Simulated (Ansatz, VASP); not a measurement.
## Fe4Si in VASP and in Ansatz

```
Fe Si
1.0
     0.00000    2.02761    9.46634
     1.52190    0.00000    9.46634
     1.52190    2.02761    0.00000
Fe Si
4 1
Direct
  0.59407 0.59407 0.40593
  0.19797 0.19797 0.80203
  0.80203 0.80203 0.19797
  0.40593 0.40593 0.59407
  0.00000 0.00000 0.00000
```

Alike in both runs: task single point; functional PBEsol; k mesh 9 × 9 × 9; occupations fermi-dirac, width 0.05 eV; collinear spin; fixed moment 12 μB.

|  | VASP | Ansatz |
| --- | --- | --- |
| version | VASP 6.6.1 | Ansatz 0.2.0 |
| potentials or method | VASP PAW PBE potentials, release 64 (Fe, Si) | Ansatz PAW |
| plane-wave cutoff (eV) | 520 | 420 |
| valence electrons in the cell | 36 | 68 |

Ansatz gave:

```
pressure (GPa)                                                : 9.0
traceless stress, the component that is largest in VASP (GPa) : -4.16
rms of the force components (eV/Å)                            : 0.251
net moment per atom (μB)                                      : 2.40
size of the moment on the site where the two differ most (μB) : 2.70
```

Question: Which values does VASP return?

Answer: Pressure (GPa): 9.0; traceless stress, the component that is largest in VASP (GPa): -4.28; rms of the force components (eV/Å): 0.270; net moment per atom (μB): 2.40; size of the moment on the site where the two differ most (μB): 2.75.

VASP's potentials were made for PBE, not for PBEsol. Site moments also hang on the region over which each program counts them. Atom by atom the forces differ by 0.019 eV/Å (rms over components). VASP's potentials hold 36 valence electrons a cell and Ansatz's 68, so a difference there can come from the potentials and not from the codes.
